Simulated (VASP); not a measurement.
# Ta in VASP: further runs

The runs below take Ta through single point, with PBEsol.

Program: VASP 6.6.1. These are calculated values, not measurements. Logs are shortened: lines on timing, memory, paths and dates and some standing lists are left out, and cuts for length are marked.

### 1 The cell of the first run

The cell holds a slab with vacuum, 6 atoms: a = 4.639 Å, b = 4.639 Å, c = 18.735 Å, α = 90.00°, β = 90.00°, γ = 120.00°.

### 2 Single point, PBEsol

Contents of INCAR:

```
SYSTEM = Ta
PREC = Accurate
ENCUT = 520
EDIFF = 1E-7
ISMEAR = 0
SIGMA = 0.1
LREAL = .False.
LASPH = .True.
NELM = 60
ALGO = Normal
ISIF = 2
LWAVE = .False.
LCHARG = .False.
LDIPOL = .True.
IDIPOL = 3
DIPOL = 0.5 0.5 0.495
GGA = PS
NBANDS = 42
```

Contents of KPOINTS:

```
Automatic mesh
0
Gamma
  6 6 1
  0 0 0
```

Contents of POSCAR:

```
Ta
1.0
    4.6392671641      0.0000000000      0.0000000000
   -2.3196335821      4.0177232191      0.0000000000
    0.0000000000      0.0000000000     18.7349322219
Ta
6
Direct
    0.6666666667      0.3333333333      0.3736335908
    0.3333333333      0.6666666667      0.4241801545
    0.0000000000      0.0000000000      0.4747267182
    0.6666666667      0.3333333333      0.5220885667
    0.3333333333      0.6666666667      0.5662126369
    0.0000000000      0.0000000000      0.6108311852
```

Potentials or basis: VASP PAW PBE potentials, release 64 (Ta_pv).

The run is started by

```bash
> cat potpaw_PBE.64/Ta_pv/POTCAR > POTCAR
> mpirun -np 1 vasp_std > vasp.out
```

OUTCAR:

```text
SYSTEM = Ta
   PREC = Accurate
   ENCUT = 520
   EDIFF = 1E-7
   ISMEAR = 0
   LREAL = .False.
   LASPH = .True.
   NELM = 60
   ISIF = 2
   GGA = PS

 ion  position               nearest neighbor table
   1  0.667  0.333  0.374-   4 2.78   2 2.84   2 2.84   2 2.84   3 3.28   3 3.28   3 3.28
   2  0.333  0.667  0.424-   5 2.66   1 2.84   3 2.84   1 2.84   3 2.84   3 2.84   1 2.84   4 3.25
                             4 3.25   4 3.25
   3  0.000  0.000  0.475-   6 2.55   4 2.82   4 2.82   4 2.82   2 2.84   2 2.84   2 2.84   5 3.18
                             5 3.18   5 3.18   1 3.28   1 3.28   1 3.28
   4  0.667  0.333  0.522-   1 2.78   5 2.80   5 2.80   5 2.80   3 2.82   3 2.82   3 2.82   6 3.15
                             6 3.15   6 3.15   2 3.25   2 3.25   2 3.25
   5  0.333  0.667  0.566-   2 2.66   4 2.80   4 2.80   4 2.80   6 2.81   6 2.81   6 2.81   3 3.18
                             3 3.18   3 3.18
   6  0.000  0.000  0.611-   3 2.55   5 2.81   5 2.81   5 2.81   4 3.15   4 3.15   4 3.15

  LATTYP: Found a hexagonal cell.
 ALAT       =     4.6392671641
 C/A-ratio  =     4.0383387201

  Lattice vectors:

 A1 = (   4.6392671641,   0.0000000000,   0.0000000000)
 A2 = (  -2.3196335821,   4.0177232191,   0.0000000000)
 A3 = (   0.0000000000,   0.0000000000,  18.7349322219)

Analysis of symmetry for initial positions (statically):
=====================================================================
 Subroutine PRICEL returns:
 Original cell was already a primitive cell.

 Routine SETGRP: Setting up the symmetry group for a
 hexagonal supercell.

 Subroutine GETGRP returns: Found  6 space group operations
 (whereof  6 operations were pure point group operations)
 out of a pool of 24 trial point group operations.

The static configuration has the point symmetry C_3v.

Analysis of symmetry for dynamics (positions and initial velocities):
=====================================================================
 Subroutine PRICEL returns:
 Original cell was already a primitive cell.

 Routine SETGRP: Setting up the symmetry group for a
 hexagonal supercell.

 Subroutine GETGRP returns: Found  6 space group operations
 (whereof  6 operations were pure point group operations)
 out of a pool of 24 trial point group operations.

The dynamic configuration has the point symmetry C_3v.

 Subroutine INISYM returns: Found  6 space group operations
 (whereof  6 operations are pure point group operations),
 and found     1 'primitive' translations

----------------------------------------------------------------------------------------

                                     Primitive cell

  volume of cell :     349.2059

  direct lattice vectors                    reciprocal lattice vectors
     4.639267164  0.000000000  0.000000000     0.215551285  0.124448593  0.000000000
    -2.319633582  4.017723219  0.000000000     0.000000000  0.248897185  0.000000000
     0.000000000  0.000000000 18.734932222     0.000000000  0.000000000  0.053376227

  length of vectors
     4.639267164  4.639267164 18.734932222     0.248897185  0.248897185  0.053376227

  position of ions in fractional coordinates (direct lattice)
     0.666666667  0.333333333  0.373633591
     0.333333333  0.666666667  0.424180155
     0.000000000  0.000000000  0.474726718
     0.666666667  0.333333333  0.522088567
     0.333333333  0.666666667  0.566212637
     0.000000000  0.000000000  0.610831185

  ion indices of the primitive-cell ions
   primitive index   ion index
                 1           1
                 2           2
                 3           3
                 4           4
                 5           5
                 6           6

----------------------------------------------------------------------------------------

 KPOINTS: Automatic mesh

Automatic generation of k-mesh.
 Grid dimensions read from file:
 generate k-points for:    6    6    1

 Generating k-lattice:

  Cartesian coordinates                     Fractional coordinates (reciprocal lattice)
     0.035925214  0.020741432  0.000000000     0.166666667 -0.000000000  0.000000000
     0.000000000  0.041482864  0.000000000     0.000000000  0.166666667  0.000000000
     0.000000000  0.000000000  0.053376227     0.000000000  0.000000000  1.000000000

  Length of vectors
     0.041482864  0.041482864  0.053376227

  Shift w.r.t. Gamma in fractional coordinates (k-lattice)
     0.000000000  0.000000000  0.000000000

 Subroutine IBZKPT returns following result:
 ===========================================

 Found      7 irreducible k-points:

 Following reciprocal coordinates:
            Coordinates               Weight
  0.000000  0.000000  0.000000      1.000000
  0.166667  0.000000  0.000000      6.000000
  0.333333  0.000000  0.000000      6.000000
  0.500000  0.000000  0.000000      3.000000
  0.166667  0.166667  0.000000      6.000000
  0.333333  0.166667  0.000000     12.000000
  0.333333  0.333333  0.000000      2.000000
   k-points           NKPTS =      7   k-points in BZ     NKDIM =      7   number of bands    NBANDS=     42
   number of dos      NEDOS =    301   number of ions     NIONS =      6
   total plane-waves  NPLWV = 181440
   dimension x,y,z NGX =    36 NGY =   36 NGZ =  140
   dimension x,y,z NGXF=    72 NGYF=   72 NGZF=  280
   ions per type =               6
   NGX,Y,Z   is equivalent  to a cutoff of  12.90, 12.90, 12.42 a.u.
   NGXF,Y,Z  is equivalent  to a cutoff of  25.80, 25.80, 24.85 a.u.
 SYSTEM =  Ta
   PREC   = accura    normal or accurate (medium, high low for compatibility)
   ISTART =      0    job   : 0-new  1-cont  2-samecut
   ICHARG =      2    charge: 1-file 2-atom 10-const
   ISPIN  =      1    spin polarized calculation?
   LNONCOLLINEAR =      F non collinear calculations
   LSORBIT =      F    spin-orbit coupling
   LASPH  =      T    aspherical Exc in radial PAW
   ENCUT  =  520.0 eV  38.22 Ry    6.18 a.u.   8.63  8.63 34.83*2*pi/ulx,y,z
   NELM   =     60;   NELMIN=  2; NELMDL= -5     # of ELM steps
   EDIFF  = 0.1E-06   stopping-criterion for ELM
   LREAL  =      F    real-space projection
   EDIFFG = 0.1E-05   stopping-criterion for IOM
   NSW    =      0    number of steps for IOM
   IBRION =     -1    ionic relax: 0-MD 1-quasi-New 2-CG
   NFREE  =      0    steps in history (QN), initial steepest desc. (CG)
   ISIF   =      2    stress and relaxation
   ISYM   =      2    0-nonsym 1-usesym 2-fastsym
   POTIM  = 0.5000    time-step for ionic-motion
   TEBEG  =    0.0;   TEEND  =   0.0 temperature during run
   PSTRESS=    0.0 pullay stress
   NELECT =      66.0000    total number of electrons
   NUPDOWN=      -1.0000    fix difference up-down
   EMIN   =  10.00;   EMAX   =-10.00  energy-range for DOS
   EFERMI =   0.00;   METHOD = LEGACY
   ISMEAR =     0;   SIGMA  =   0.10  broadening in eV -4-tet -1-fermi 0-gaus
   EFERMI_NEDOS =   21; number of points for ismear=-14 and -15
   IALGO  =     38    algorithm
   IMIX   =      4    mixing-type and parameters
     AMIX     =   0.40;   BMIX     =  1.00
     AMIX_MAG =   1.60;   BMIX_MAG =  1.00
  volume/ion in A,a.u.               =      58.20       392.76
  Fermi-wavevector in a.u.,A,eV,Ry     =   0.939498  1.775393 12.009258  0.882656
  Thomas-Fermi vector in A             =   2.066816
   LORBIT       =      0    0 simple, 1 ext, 2 COOP (PROOUT), +10 PAW based schemes
   GGA     = PS    functional components
   LHFCALC =     F    Hartree Fock is set to
   AEXX    =    0.0000 exact exchange contribution
   IVDW    =     0    specifies the selected vdW correction
   LEPSILON=     F    determine dielectric tensor
   LRPA    =     F    only Hartree local field effects (RPA)
 non-spin polarized calculation
 Gauss-broadening in eV      SIGMA  =   0.10
  energy-cutoff  :      520.00
  volume of cell :      349.21
 maximum number of plane-waves:      9447
 NGX is ok and might be reduce to    36
   NGX = 17   NGY = 17   NGZ = 69

 dipolmoment           0.000000      0.000000     -0.001562 electrons x Angstroem

 number of electron      66.0000006 magnetization

 dipolmoment           0.000000      0.000000      0.018310 electrons x Angstroem

 Free energy of the ion-electron system (eV)
  ---------------------------------------------------
  ext. energy  EPLUGINS =         0.00000000
  ---------------------------------------------------
  free energy    TOTEN  =       -67.99888536 eV

  energy without entropy =      -67.97305444  energy(sigma->0) =      -67.98596990

 E-fermi :  -0.6873     XC(G=0):  -5.0790

 val. band max:       -0.7075915313   @ k =   0.3333   0.3333   0.0000
 cond. band min:      -0.6659698473   @ k =   0.3333   0.3333   0.0000
 fundamental gap:      0.0416216839
 Fermi energy:        -0.6872953351

 k-point     1 :       0.0000    0.0000    0.0000
  band No.  band energies     occupation
      1     -35.3407      2.00000
      2     -35.2412      2.00000
      3     -35.0051      2.00000
      4     -35.0051      2.00000
      5     -34.8591      2.00000
      6     -34.8591      2.00000
[... 34 lines left out ...]
     41       1.9244      0.00000
     42       1.9244      0.00000

 k-point     2 :       0.1667    0.0000    0.0000
  band No.  band energies     occupation
      1     -35.3495      2.00000
      2     -35.2556      2.00000
      3     -35.0517      2.00000
      4     -35.0211      2.00000
      5     -34.9370      2.00000
      6     -34.9076      2.00000
[... 34 lines left out ...]
     41       1.7996      0.00000
     42       1.8813      0.00000

 k-point     3 :       0.3333    0.0000    0.0000
  band No.  band energies     occupation
      1     -35.3697      2.00000
      2     -35.2888      2.00000
      3     -35.1397      2.00000
      4     -35.0040      2.00000
      5     -34.9772      2.00000
      6     -34.8956      2.00000
[... 132 lines left out ...]
      4     -35.0080      2.00000
      5     -34.9763      2.00000
      6     -34.8864      2.00000
[... 34 lines left out ...]
     41       1.4211      0.00000
     42       1.6662      0.00000

 k-point     7 :       0.3333    0.3333    0.0000
  band No.  band energies     occupation
      1     -35.3741      2.00000
      2     -35.3434      2.00000
      3     -35.0565      2.00000
      4     -34.9829      2.00000
      5     -34.9722      2.00000
      6     -34.9447      2.00000
[... 34 lines left out ...]
     41       1.3334      0.00000
     42       1.3969      0.00000

------------------------ aborting loop because EDIFF is reached ----------------------------------------

 vacuum level on the upper side and lower side of the slab       (xc-potential included)        -0.051        -0.207

  FORCE on cell =-STRESS in cart. coord.  units (eV):
  Direction    XX          YY          ZZ          XY          YZ          ZX
  --------------------------------------------------------------------------------------
  -------------------------------------------------------------------------------------
  Total       -5.4688588     -5.4688588     -3.6320179      0.0000000      0.0000000      0.0000000
  in kB      -25.0914504    -25.0914504    -16.6639148      0.0000000      0.0000000      0.0000000
  external PRESSURE =     -22.2822718 kB  Pullay stress =       0.0000000 kB

 VOLUME and BASIS-vectors are now :
 -----------------------------------------------------------------------------
  energy-cutoff  :      520.00
  volume of cell :      349.21
      direct lattice vectors                 reciprocal lattice vectors
     4.639267164  0.000000000  0.000000000     0.215551285  0.124448593  0.000000000
    -2.319633582  4.017723219  0.000000000     0.000000000  0.248897185  0.000000000
     0.000000000  0.000000000 18.734932222     0.000000000  0.000000000  0.053376227

 POSITION                                       TOTAL-FORCE (eV/Angst)
 -----------------------------------------------------------------------------------
      2.31963      1.33924      7.00000        -0.000000      0.000000      2.022260
     -0.00000      2.67848      7.94699         0.000000     -0.000000     -0.181461
      0.00000      0.00000      8.89397        -0.000000      0.000000     -1.862336
      2.31963      1.33924      9.78129         0.000000      0.000000     -0.008366
     -0.00000      2.67848     10.60796         0.000000     -0.000000      0.007764
      0.00000      0.00000     11.44388        -0.000000      0.000000      0.022139
 -----------------------------------------------------------------------------------
    total drift:                               -0.000000      0.000000     -0.000074

  FREE ENERGIE OF THE ION-ELECTRON SYSTEM (eV)
  ---------------------------------------------------
  free  energy   TOTEN  =       -67.9988853601 eV

  energy  without entropy=      -67.9730544381  energy(sigma->0) =      -67.98596990

 vacuum level on the upper side and lower side of the slab         2.876         2.708
```

It took 2.2 min on 1 thread of Intel Xeon 6975P-C (Granite Rapids), shared host; peak memory 0.43 GiB.

Results:

| Item | Value |
| --- | --- |
| Free energy | -67.9989 eV |
| Largest force | 2.022 eV/Å |

Forces on the atoms (eV/Å):
```
Ta   0.000  0.000  2.022
Ta   0.000  0.000 -0.181
Ta   0.000  0.000 -1.862
Ta   0.000  0.000 -0.008
Ta   0.000  0.000  0.008
Ta   0.000  0.000  0.022
```

Caveat: the PAW data sets were made with another functional, which shifts forces and pressure a little; spin-orbit coupling is left out, which moves the levels of the heavy elements.

### 3 Single point, PBEsol

INCAR is that of step 2.

KPOINTS is that of step 2.

Contents of POSCAR:

```
Ta
1.0
    4.6392671641      0.0000000000      0.0000000000
   -2.3196335820      4.0177232190      0.0000000000
    0.0000000000      0.0000000000     18.7349322218
Ta
6
Direct
    0.6666666667      0.3333333333      0.3736335908
    0.3333333333      0.6666666667      0.4241801545
    0.0000000000      0.0000000000      0.4747267182
    0.6666666667      0.3333333333      0.5220885658
    0.3333333333      0.6666666667      0.5662126363
    0.0000000000      0.0000000000      0.6108311851
```

Potentials or basis: VASP PAW PBE potentials, release 64 (Ta_pv).

The run is started by

```bash
> cat potpaw_PBE.64/Ta_pv/POTCAR > POTCAR
> mpirun -np 1 vasp_std > vasp.out
```

Wall time 5.4 min (1 thread of Intel Xeon 6975P-C, shared host); peak memory 0.44 GiB.

It converged, with:

```
Free energy   : -67.9989 eV
Largest force : 2.022 eV/Å
```

Forces on the atoms (eV/Å):
```
Ta   0.000  0.000  2.022
Ta   0.000  0.000 -0.181
Ta   0.000  0.000 -1.862
Ta   0.000  0.000 -0.008
Ta   0.000  0.000  0.008
Ta   0.000  0.000  0.022
```

Levels at points of the mesh, in eV from the Fermi level:
| k point | band 30 | band 31 | band 32 | band 33 | band 34 | band 35 | band 36 | band 37 |
| --- | --- | --- | --- | --- | --- | --- | --- | --- |
| (0.00, 0.00, 0.00) | -0.88 | -0.88 | -0.32 | -0.32 | 0.06 | 0.23 | 0.31 | 0.31 |
| (0.50, 0.00, 0.00) | -0.95 | -0.89 | -0.49 | -0.22 | 0.24 | 0.32 | 0.97 | 1.15 |

Caveat: the PAW data sets were made with another functional, which shifts forces and pressure a little; spin-orbit coupling is left out, which moves the levels of the heavy elements.
